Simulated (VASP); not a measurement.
# RbBr (Fm-3m) in VASP: a series of runs, part 2 of 2

VASP 6.6.1. Earlier steps stand in the parts before.

## (4) Single point, HSE06

This run uses another cell than the first one, of 38.64 Å³/atom.

Input file POSCAR:

```
RbBr
1.0
    0.0000000000      3.3806835115      3.3806835115
    3.3806835115      0.0000000000      3.3806835115
    3.3806835115      3.3806835115      0.0000000000
Rb Br
1 1
Direct
    0.0000000000      0.0000000000      0.0000000000
    0.5000000000      0.5000000000      0.5000000000
```

Input file INCAR.step1:

```
  ALGO = Normal
  EDIFF = 1E-5
  ENCUT = 520
  GGA = PE
  ISIF = 2
  ISMEAR = -1
  LASPH = T
  LCHARG = F
  LREAL = F
  LWAVE = T
  NBANDS = 15
  NELM = 100
  PREC = Accurate
  SIGMA = 0.05
```

Input file INCAR.step2:

```
  ALGO = Normal
  EDIFF = 1E-6
  ENCUT = 520
  GGA = PE
  HFSCREEN = 0.2079
  ISIF = 2
  ISMEAR = -1
  ISTART = 1
  LASPH = T
  LCHARG = F
  LHFCALC = T
  LREAL = F
  LWAVE = F
  NBANDS = 15
  NELM = 100
  PREC = Accurate
  PRECFOCK = Normal
  SIGMA = 0.05
```

Input file KPOINTS:

```
k-points
0
Gamma
  4 4 4
```

Potentials or basis: VASP PAW PBE potentials, release 64 (Rb_sv, Br).

Started as:

```sh
> cat potpaw_PBE.64/Rb_sv/POTCAR potpaw_PBE.64/Br/POTCAR > POTCAR
> cp INCAR.step1 INCAR
> mpirun -np 1 vasp_std > vasp.out
> cp INCAR.step2 INCAR
> mpirun -np 1 vasp_std > vasp.out
```

OUTCAR:

```text
EDIFF = 1E-6
   ENCUT = 520
   GGA = PE
   HFSCREEN = 0.2079
   ISIF = 2
   ISMEAR = -1
   ISTART = 1
   LASPH = T
   LHFCALC = T
   LREAL = F
   NELM = 100
   PREC = Accurate
   PRECFOCK = Normal

 ion  position               nearest neighbor table
   1  0.000  0.000  0.000-   2 3.38   2 3.38   2 3.38   2 3.38   2 3.38   2 3.38
   2  0.500  0.500  0.500-   1 3.38   1 3.38   1 3.38   1 3.38   1 3.38   1 3.38

  LATTYP: Found a face centered cubic cell.
 ALAT       =     6.7613670230

  Lattice vectors:

 A1 = (   0.0000000000,   3.3806835115,   3.3806835115)
 A2 = (   3.3806835115,   0.0000000000,   3.3806835115)
 A3 = (   3.3806835115,   3.3806835115,   0.0000000000)

Analysis of symmetry for initial positions (statically):
=====================================================================
 Subroutine PRICEL returns:
 Original cell was already a primitive cell.

 Routine SETGRP: Setting up the symmetry group for a
 face centered cubic supercell.

[... 165 lines left out ...]
      1     -28.4754      2.00000
      2     -15.7186      2.00000
      3     -11.3940      2.00000
      4     -11.3940      2.00000
      5     -11.3940      2.00000
      6      -2.4702      2.00000
      7      -2.4702      2.00000
      8      -2.4702      2.00000
      9       3.1678      0.00000
     10       6.0874      0.00000
     11       6.0874      0.00000
     12       6.0874      0.00000
     13       7.0897      0.00000
     14       7.0897      0.00000
[... 113 lines left out ...]
      2     -15.6852      2.00000
      3     -11.5521      2.00000
      4     -11.5521      2.00000
      5     -11.3621      2.00000
      6      -3.0283      2.00000
      7      -2.8463      2.00000
      8      -2.8463      2.00000
      9       5.8606      0.00000
     10       5.8606      0.00000
     11       7.3080      0.00000
     12       7.7290      0.00000
     13      10.1216      0.00000
     14      10.1496      0.00000
     15      10.2785      0.00000

------------------------ aborting loop because EDIFF is reached ----------------------------------------

  FORCE on cell =-STRESS in cart. coord.  units (eV):
  Direction    XX          YY          ZZ          XY          YZ          ZX
  --------------------------------------------------------------------------------------
  -------------------------------------------------------------------------------------
  Total        0.7236938      0.7236938      0.7236938     -0.0000000      0.0000000      0.0000000
  in kB       15.0045119     15.0045119     15.0045119     -0.0000000      0.0000000      0.0000000
  external PRESSURE =      15.0045119 kB  Pullay stress =       0.0000000 kB

 VOLUME and BASIS-vectors are now :
 -----------------------------------------------------------------------------
  energy-cutoff  :      520.00
  volume of cell :       77.28
      direct lattice vectors                 reciprocal lattice vectors
     0.000000000  3.380683512  3.380683512    -0.147899086  0.147899086  0.147899086
     3.380683512  0.000000000  3.380683512     0.147899086 -0.147899086  0.147899086
     3.380683512  3.380683512  0.000000000     0.147899086  0.147899086 -0.147899086

 POSITION                                       TOTAL-FORCE (eV/Angst)
 -----------------------------------------------------------------------------------
      0.00000      0.00000      0.00000        -0.000000      0.000000     -0.000000
      3.38068      3.38068      3.38068         0.000000     -0.000000      0.000000
 -----------------------------------------------------------------------------------
    total drift:                               -0.000000     -0.000000     -0.000000

  FREE ENERGIE OF THE ION-ELECTRON SYSTEM (eV)
  ---------------------------------------------------
  free  energy   TOTEN  =        -7.0416588925 eV

  energy  without entropy=       -7.0416588924  energy(sigma->0) =       -7.04165889
```

OUTCAR.step1:

```text
EDIFF = 1E-5
   ENCUT = 520
   GGA = PE
   ISIF = 2
   ISMEAR = -1
[... 345 lines left out ...]
 -----------------------------------------------------------------------------------
      0.00000      0.00000      0.00000        -0.000000     -0.000000      0.000000
      3.38068      3.38068      3.38068         0.000000      0.000000     -0.000000
 -----------------------------------------------------------------------------------
    total drift:                                0.000000      0.000000      0.000000

  FREE ENERGIE OF THE ION-ELECTRON SYSTEM (eV)
  ---------------------------------------------------
  free  energy   TOTEN  =        -6.0690380096 eV

  energy  without entropy=       -6.0690380095  energy(sigma->0) =       -6.06903801
```

It took 5.5 min on 1 thread of AMD EPYC 9R45 (Zen 5), shared host; peak memory 0.29 GiB.

Results:

```yaml
Free_energy: -7.0417 eV
Pressure: 1.5 GPa
Band_gap_on_the_k_mesh: 5.64 eV
```

Caveat: the PAW data sets were made with another functional, which shifts forces and pressure a little.

## (5) Summary

| level | spin | cell | k mesh | smearing | grid for exact exchange (PRECFOCK) | share of exact exchange | screening parameter | gap on the mesh (eV) | pressure (GPa) |
| --- | --- | --- | --- | --- | --- | --- | --- | --- | --- |
| PBE | collinear | a = 4.847 Å, angles 60.0°, 2 atoms | 7 × 7 × 7 | tetrahedron | - | - | - | 4.36 | 1.0 |
| HSE06 | off | a = 4.748 Å, angles 60.0°, 2 atoms | 4 × 4 × 4 | fermi-dirac 0.05 eV | Normal | 0.25 | 0.2079 1/Å | 5.70 | 1.9 |
| HSE06 | off | a = 4.781 Å, angles 60.0°, 2 atoms | 4 × 4 × 4 | fermi-dirac 0.05 eV | Normal | 0.25 | 0.2079 1/Å | 5.64 | 1.5 |

Alike in all rows: task single point; potentials or basis VASP PAW PBE potentials, release 64 (Rb_sv, Br); cutoff (eV) 520.

Caveats: the PAW data sets were made with another functional, which shifts forces and pressure a little (at least some runs); an odd mesh through Γ misses points on the zone boundary, where band edges can lie (at least some runs).

Total energies depend on the potentials used, so only differences within one code and one set of settings carry meaning.
